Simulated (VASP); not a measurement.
Set up this calculation in VASP 6.6.1, as the native input.

- Task: single point
- Functional: RPBE
- Dispersion: D3(BJ)
- Potentials or basis: VASP PAW PBE potentials, release 64 (K_sv, Eu)
- Cutoff: 520 eV
- k mesh: 4 × 4 × 4
- Occupations: fermi-dirac, width 0.15 eV
- Spin: collinear spin, ferromagnetic start
- Starting moments: [0.0, 7.0, 7.0, 7.0] μB
- Dipole correction: no
- Further INCAR settings: ALGO = Normal; EDIFF = 1e-06; NBANDS = 42

The structure of KEu3 lies in POSCAR:

```
KEu3
1.0
    5.8850400000      0.0000000000      0.0000000000
    0.0000000000      5.8850400000      0.0000000000
    0.0000000000      0.0000000000      5.8850400000
K Eu
1 3
Direct
    0.0000000000      0.0000000000      0.0000000000
    0.0000000000      0.5000000000      0.5000000000
    0.5000000000      0.0000000000      0.5000000000
    0.5000000000      0.5000000000      0.0000000000
```

One way to write it, as run:

INCAR

```
  PREC = Accurate
  ENCUT = 520
  EDIFF = 1E-6
  ISMEAR = -1
  SIGMA = 0.15
  LREAL = False
  LASPH = True
  NELM = 150
  ALGO = Normal
  ISIF = 2
  LWAVE = False
  LCHARG = False
  ISPIN = 2
  MAGMOM = 0 7 7 7
  LORBIT = 11
  LMAXMIX = 6
  GGA = RP
  IVDW = 12
  NBANDS = 42
```

KPOINTS

```
regular mesh
0
Gamma
  4 4 4
```

Potentials or basis: VASP PAW PBE potentials, release 64 (K_sv, Eu).

Launch:

```bash
$ cat potpaw_PBE.64/K_sv/POTCAR potpaw_PBE.64/Eu/POTCAR > POTCAR
$ mpirun -np 1 vasp_std > vasp.out
```

It gave:

The pressure is -6.7 GPa, the net moment is 22.20 μB per cell and the site moments are K +0.01; Eu +6.70 μB. The valence electrons inside the program's atomic spheres are K 7.61; Eu 14.74 and the dispersion energy per atom is -1.160 eV.

Caveat: the highest band is partly filled, so the run has too few bands; the cell stands under tension; the dispersion term is far too large for a dense solid, which distorts pressure and volume; the PAW data sets were made with another functional, which shifts forces and pressure a little.

Run time: 22 min on 1 thread of Intel(R) Xeon(R) Platinum 8259CL CPU @ 2.50GHz (Skylake/Cascade Lake) (shared host), peak memory 0.49 GiB.
